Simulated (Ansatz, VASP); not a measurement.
## MgS: VASP beside Ansatz

```
Mg S
1.0
     0.00000    2.84859    2.84859
     2.84859    0.00000    2.84859
     2.84859    2.84859    0.00000
Mg S
1 1
Cartesian
  0.0000 0.0000 0.0000
  4.2729 4.2729 4.2729
```

Alike in both runs: functional PBE; k mesh 8 × 8 × 8; occupations gaussian, width 0.02 eV; no spin polarisation.

Ansatz relaxed the structure, and its values are those at the end. VASP's run is a single point on that final structure, the one shown.

|  | VASP | Ansatz |
| --- | --- | --- |
| version | VASP 6.6.1 | Ansatz 0.2.0 |
| potentials or method | VASP PAW PBE potentials, release 64 (Mg, S), cutoff 600 eV | scalar-relativistic, plane waves, PAW |
| valence electrons in the cell | 8 | 16 |

Ansatz gave:

| Property | Result |
| --- | --- |
| gap on the k mesh at the Fermi level (eV) | 3.37 |
| least direct gap on the mesh (eV) | 3.37 |
| pressure (GPa) | 0.0 |

Q: Estimate VASP's values.

A: gap on the k mesh at the Fermi level (eV): 3.37; least direct gap on the mesh (eV): 3.37; pressure (GPa): -0.1.

VASP's potentials hold 8 valence electrons a cell and Ansatz's 16, so a difference there can come from the potentials and not from the codes.
